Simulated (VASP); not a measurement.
# Sb (P6_3/mmc) in VASP: notebook

Runs on Sb. Level: r2SCAN. Tasks: electric field gradients.

Everything below comes from runs of VASP 6.6.1. Logs are shortened: lines on timing, memory, paths and dates and some standing lists are left out, and cuts for length are marked.

## 1. The cell of the first run

The structure is hexagonal, space group P6_3/mmc (No. 194). Conventional cell: a = 3.382 Å, b = 3.382 Å, c = 5.515 Å, α = 90.00°, β = 90.00°, γ = 120.00°. Sb (site symmetry -6m2) has 12 Sb at 3.38 Å within 4.4 Å.

## 2. Electric field gradients, r2SCAN (volume scaled by 1.025)

POSCAR reads:

```
Sb
1.0
    3.3822570843      0.0000000000      0.0000000000
   -1.6911285421      2.9291205571      0.0000000000
    0.0000000000      0.0000000000      5.5153706395
Sb
2
Direct
    0.3333333333      0.6666666667      0.2500000000
    0.6666666667      0.3333333333      0.7500000000
```

INCAR.step1 reads:

```
SYSTEM = Sb
ALGO = Normal
EDIFF = 1E-4
ENCUT = 520
GGA = PE
ISMEAR = -1
LASPH = .TRUE.
LCHARG = .FALSE.
LREAL = .FALSE.
LWAVE = .TRUE.
NBANDS = 12
NELM = 60
PREC = Accurate
SIGMA = 0.05
```

INCAR.step2 reads:

```
SYSTEM = Sb
ALGO = Normal
EDIFF = 1E-8
ENCUT = 520
ISIF = 2
ISMEAR = -1
ISTART = 1
LASPH = .TRUE.
LCHARG = .FALSE.
LEFG = .TRUE.
LMIXTAU = .TRUE.
LREAL = .FALSE.
LWAVE = .FALSE.
METAGGA = R2SCAN
NBANDS = 12
NELM = 60
PREC = Accurate
SIGMA = 0.05
```

KPOINTS reads:

```
k-points
0
G
  13 13 7
  0 0 0
```

Potentials or basis: VASP PAW PBE potentials, release 64 (Sb).

Launch:

```bash
> cat potpaw_PBE.64/Sb/POTCAR > POTCAR
> cp INCAR.step1 INCAR
> mpirun -np 1 vasp_std > vasp.out
> cp INCAR.step2 INCAR
> mpirun -np 1 vasp_std > vasp.out
```

OUTCAR:

```text
SYSTEM = Sb
   EDIFF = 1E-8
   ENCUT = 520
   ISIF = 2
   ISMEAR = -1
   ISTART = 1
   LASPH = .TRUE.
   LREAL = .FALSE.
   METAGGA = R2SCAN
   NELM = 60
   PREC = Accurate

 ion  position               nearest neighbor table
   1  0.333  0.667  0.250-   2 3.38   2 3.38   2 3.38   2 3.38   2 3.38   2 3.38
   2  0.667  0.333  0.750-   1 3.38   1 3.38   1 3.38   1 3.38   1 3.38   1 3.38

  LATTYP: Found a hexagonal cell.
 ALAT       =     3.3822570843
 C/A-ratio  =     1.6306775334

  Lattice vectors:

 A1 = (   3.3822570843,   0.0000000000,   0.0000000000)
 A2 = (  -1.6911285421,   2.9291205571,   0.0000000000)
 A3 = (   0.0000000000,   0.0000000000,   5.5153706395)

Analysis of symmetry for initial positions (statically):
=====================================================================
 Subroutine PRICEL returns:
 Original cell was already a primitive cell.

 Routine SETGRP: Setting up the symmetry group for a
 hexagonal supercell.

 Subroutine GETGRP returns: Found 24 space group operations
 (whereof 12 operations were pure point group operations)
 out of a pool of 24 trial point group operations.

The static configuration has the point symmetry D_3d.
 The point group associated with its full space group is D_6h.

Analysis of symmetry for dynamics (positions and initial velocities):
=====================================================================
 Subroutine PRICEL returns:
 Original cell was already a primitive cell.

 Routine SETGRP: Setting up the symmetry group for a
 hexagonal supercell.

 Subroutine GETGRP returns: Found 24 space group operations
 (whereof 12 operations were pure point group operations)
 out of a pool of 24 trial point group operations.

The dynamic configuration has the point symmetry D_3d.
 The point group associated with its full space group is D_6h.

 Subroutine INISYM returns: Found 24 space group operations
 (whereof 12 operations are pure point group operations),
 and found     1 'primitive' translations

----------------------------------------------------------------------------------------

                                     Primitive cell

  volume of cell :      54.6410

  direct lattice vectors                    reciprocal lattice vectors
     3.382257084  0.000000000  0.000000000     0.295660553  0.170699700  0.000000000
    -1.691128542  2.929120557  0.000000000     0.000000000  0.341399400  0.000000000
     0.000000000  0.000000000  5.515370640     0.000000000  0.000000000  0.181311478

  length of vectors
     3.382257084  3.382257084  5.515370640     0.341399400  0.341399400  0.181311478

  position of ions in fractional coordinates (direct lattice)
     0.333333333  0.666666667  0.250000000
     0.666666667  0.333333333  0.750000000

  ion indices of the primitive-cell ions
   primitive index   ion index
                 1           1
                 2           2

----------------------------------------------------------------------------------------

 KPOINTS: k-points

Automatic generation of k-mesh.
 Grid dimensions read from file:
 generate k-points for:   13   13    7

 Generating k-lattice:

  Cartesian coordinates                     Fractional coordinates (reciprocal lattice)
     0.022743119  0.013130746  0.000000000     0.076923077  0.000000000  0.000000000
     0.000000000  0.026261492  0.000000000     0.000000000  0.076923077  0.000000000
     0.000000000  0.000000000  0.025901640     0.000000000  0.000000000  0.142857143

  Length of vectors
     0.026261492  0.026261492  0.025901640

  Shift w.r.t. Gamma in fractional coordinates (k-lattice)
     0.000000000  0.000000000  0.000000000

 Subroutine IBZKPT returns following result:
 ===========================================

 Found     84 irreducible k-points:

 Following reciprocal coordinates:
            Coordinates               Weight
  0.000000  0.000000  0.000000      1.000000
  0.076923 -0.000000  0.000000      6.000000
  0.153846  0.000000  0.000000      6.000000
  0.230769 -0.000000  0.000000      6.000000
  0.307692  0.000000  0.000000      6.000000
  0.384615 -0.000000  0.000000      6.000000
[... 16 lines left out ...]
  0.076923 -0.000000  0.142857     12.000000
  0.153846  0.000000  0.142857     12.000000
 [... further k-points ...]
   k-points           NKPTS =     84   k-points in BZ     NKDIM =     84   number of bands    NBANDS=     12
   number of dos      NEDOS =    301   number of ions     NIONS =      2
   total plane-waves  NPLWV =  32928
   dimension x,y,z NGX =    28 NGY =   28 NGZ =   42
   dimension x,y,z NGXF=    56 NGYF=   56 NGZF=   84
   ions per type =               2
   NGX,Y,Z   is equivalent  to a cutoff of  13.76, 13.76, 12.66 a.u.
   NGXF,Y,Z  is equivalent  to a cutoff of  27.53, 27.53, 25.32 a.u.
 SYSTEM =  Sb
   PREC   = accura    normal or accurate (medium, high low for compatibility)
   ISTART =      1    job   : 0-new  1-cont  2-samecut
   ICHARG =      0    charge: 1-file 2-atom 10-const
   ISPIN  =      1    spin polarized calculation?
   LNONCOLLINEAR =      F non collinear calculations
   LSORBIT =      F    spin-orbit coupling
   LASPH  =      T    aspherical Exc in radial PAW
   ENCUT  =  520.0 eV  38.22 Ry    6.18 a.u.   6.29  6.29 10.25*2*pi/ulx,y,z
   NELM   =     60;   NELMIN=  2; NELMDL=  0     # of ELM steps
   EDIFF  = 0.1E-07   stopping-criterion for ELM
   LREAL  =      F    real-space projection
   EDIFFG = 0.1E-06   stopping-criterion for IOM
   NSW    =      0    number of steps for IOM
   IBRION =     -1    ionic relax: 0-MD 1-quasi-New 2-CG
   NFREE  =      0    steps in history (QN), initial steepest desc. (CG)
   ISIF   =      2    stress and relaxation
   ISYM   =      2    0-nonsym 1-usesym 2-fastsym
   POTIM  = 0.5000    time-step for ionic-motion
   TEBEG  =    0.0;   TEEND  =   0.0 temperature during run
   PSTRESS=    0.0 pullay stress
   NELECT =      10.0000    total number of electrons
   NUPDOWN=      -1.0000    fix difference up-down
   EMIN   =  10.00;   EMAX   =-10.00  energy-range for DOS
   EFERMI =   0.00;   METHOD = LEGACY
   ISMEAR =    -1;   SIGMA  =   0.05  broadening in eV -4-tet -1-fermi 0-gaus
   EFERMI_NEDOS =   21; number of points for ismear=-14 and -15
   IALGO  =     38    algorithm
   IMIX   =      4    mixing-type and parameters
     AMIX     =   0.40;   BMIX     =  1.00
     AMIX_MAG =   1.60;   BMIX_MAG =  1.00
  volume/ion in A,a.u.               =      27.32       184.37
  Fermi-wavevector in a.u.,A,eV,Ry     =   0.929470  1.756443 11.754266  0.863914
  Thomas-Fermi vector in A             =   2.055756
   LORBIT       =      0    0 simple, 1 ext, 2 COOP (PROOUT), +10 PAW based schemes
   METAGGA = R2SCAN    functional components
   LHFCALC =     F    Hartree Fock is set to
   AEXX    =    0.0000 exact exchange contribution
   IVDW    =     0    specifies the selected vdW correction
   LEPSILON=     F    determine dielectric tensor
   LRPA    =     F    only Hartree local field effects (RPA)
 non-spin polarized calculation
  energy-cutoff  :      520.00
  volume of cell :       54.64
 maximum number of plane-waves:      1488
 NGX is ok and might be reduce to    28
   NGX = 13   NGY = 13   NGZ = 21

 number of electron      10.0000001 magnetization

 Free energy of the ion-electron system (eV)
  ---------------------------------------------------
  ext. energy  EPLUGINS =         0.00000000
  ---------------------------------------------------
  free energy    TOTEN  =       -50.54769889 eV

  energy without entropy =      -50.53443622  energy(sigma->0) =      -50.54106755

 E-fermi :   8.3010     XC(G=0): -10.7553

 val. band max:        8.3010223029   @ k =   0.2308  -0.0000   0.4286
 cond. band min:       8.3045593982   @ k =   0.3077   0.0000   0.4286
 fundamental gap:      0.0035370953
 Fermi energy:         8.3010352805

 k-point     1 :       0.0000    0.0000    0.0000
  band No.  band energies     occupation
      1      -5.1825      2.00000
      2      -1.2302      2.00000
      3       2.2255      2.00000
      4      11.9359      0.00000
      5      11.9359      0.00000
      6      13.6589      0.00000
      7      13.6589      0.00000
      8      13.8975      0.00000
      9      16.4776      0.00000
     10      17.7327      0.00000
     11      18.6521      0.00000
     12      18.6521      0.00000

 k-point     2 :       0.0769   -0.0000    0.0000
  band No.  band energies     occupation
      1      -5.0736      2.00000
      2      -1.1342      2.00000
      3       2.3381      2.00000
      4      10.8627      0.00000
      5      11.5274      0.00000
      6      13.0933      0.00000
      7      13.7434      0.00000
      8      13.7792      0.00000
      9      16.8195      0.00000
     10      17.5264      0.00000
     11      18.7032      0.00000
     12      18.9080      0.00000

 k-point     3 :       0.1538    0.0000    0.0000
  band No.  band energies     occupation
      1      -4.7484      2.00000
      2      -0.8518      2.00000
      3       2.6734      2.00000
      4       8.8715      0.00002
      5      10.7438      0.00000
      6      11.7062      0.00000
      7      13.3084      0.00000
      8      13.5956      0.00000
      9      15.6495      0.00000
     10      18.0089      0.00000
     11      18.5022      0.00000
     12      19.1407      0.00000
[... 286 lines left out ...]
 k-point    23 :       0.0769   -0.0000    0.1429
  band No.  band energies     occupation
      1      -4.9677      2.00000
      2      -1.6255      2.00000
      3       3.0422      2.00000
      4      10.9531      0.00000
      5      11.6155      0.00000
      6      12.7049      0.00000
      7      13.0756      0.00000
      8      13.6083      0.00000
      9      16.7905      0.00000
     10      17.6264      0.00000
     11      18.4151      0.00000
     12      18.4910      0.00000

 k-point    24 :       0.1538    0.0000    0.1429
  band No.  band energies     occupation
      1      -4.6428      2.00000
      2      -1.3301      2.00000
      3       3.3562      2.00000
      4       8.9765      0.00000
      5      10.8422      0.00000
      6      11.3768      0.00000
      7      12.7440      0.00000
      8      13.3706      0.00000
      9      15.6684      0.00000
     10      17.6281      0.00000
     11      18.0639      0.00000
     12      19.0646      0.00000

 [... further k-points ...]
[... 5 lines left out ...]
  --------------------------------------------------------------------------------------
  -------------------------------------------------------------------------------------
  Total       -0.0521560     -0.0521560     -0.6101994     -0.0000000      0.0000000      0.0000000
  in kB       -1.5293135     -1.5293135    -17.8922031     -0.0000000      0.0000000      0.0000000
  external PRESSURE =      -6.9836101 kB  Pullay stress =       0.0000000 kB

 VOLUME and BASIS-vectors are now :
 -----------------------------------------------------------------------------
  energy-cutoff  :      520.00
  volume of cell :       54.64
      direct lattice vectors                 reciprocal lattice vectors
     3.382257084  0.000000000  0.000000000     0.295660553  0.170699700  0.000000000
    -1.691128542  2.929120557  0.000000000     0.000000000  0.341399400  0.000000000
     0.000000000  0.000000000  5.515370640     0.000000000  0.000000000  0.181311478

 POSITION                                       TOTAL-FORCE (eV/Angst)
 -----------------------------------------------------------------------------------
     -0.00000      1.95275      1.37884         0.000000     -0.000000      0.000000
      1.69113      0.97637      4.13653        -0.000000      0.000000      0.000000
 -----------------------------------------------------------------------------------
    total drift:                               -0.000000      0.000000      0.000000

  FREE ENERGIE OF THE ION-ELECTRON SYSTEM (eV)
  ---------------------------------------------------
  free  energy   TOTEN  =       -50.5476988885 eV

  energy  without entropy=      -50.5344362166  energy(sigma->0) =      -50.54106755

 Electric field gradients (V/A^2)
---------------------------------------------------------------------
 ion       V_xx      V_yy      V_zz      V_xy      V_xz      V_yz
---------------------------------------------------------------------
   1     -14.885   -14.885    29.769     0.000     0.000    -0.000
   2     -14.885   -14.885    29.769     0.000    -0.000     0.000
---------------------------------------------------------------------

 Electric field gradients after diagonalization (V/A^2)
 (convention: |V_zz| > |V_xx| > |V_yy|)
----------------------------------------------------------------------
 ion       V_xx      V_yy      V_zz     asymmetry (V_yy - V_xx)/ V_zz
----------------------------------------------------------------------
   1     -14.885   -14.885    29.769       0.000
   2     -14.885   -14.885    29.769       0.000
----------------------------------------------------------------------

           NMR quadrupolar parameters

 Cq : quadrupolar parameter    Cq=e*Q*V_zz/h
 eta: asymmetry parameters     (V_yy - V_xx)/ V_zz
 Q  : nuclear electric quadrupole moment in mb (millibarn)
----------------------------------------------------------------------
 ion       Cq(MHz)       eta       Q (mb)
----------------------------------------------------------------------
   1       0.072       0.000       1.000
   2       0.072       0.000       1.000
----------------------------------------------------------------------
```

Run time: 89 s. Hardware: 1 thread of Intel Xeon 6975P-C (Granite Rapids), shared host; peak memory 0.21 GiB.

What came out:

* Free energy: -50.5477 eV
* Pressure: -0.7 GPa
* Band gap on the k mesh: zero (band 5 reaches 12.59 eV, above the bottom of band 6 at 5.50 eV)

Electric field gradients, principal values (V/Å²):
| atom | least | middle | greatest (by size) |
| --- | --- | --- | --- |
| 1 Sb | -14.885 | -14.885 | 29.769 |
| 2 Sb | -14.885 | -14.885 | 29.769 |

Caveat: without QUAD_EFG the Cq values of the log hold for a quadrupole moment of 1 mb, not for the nuclei; the PAW data sets were made with another functional, which shifts forces and pressure a little; spin-orbit coupling is left out, which moves the levels of the heavy elements.

(Part 1 of 2 ends here.)
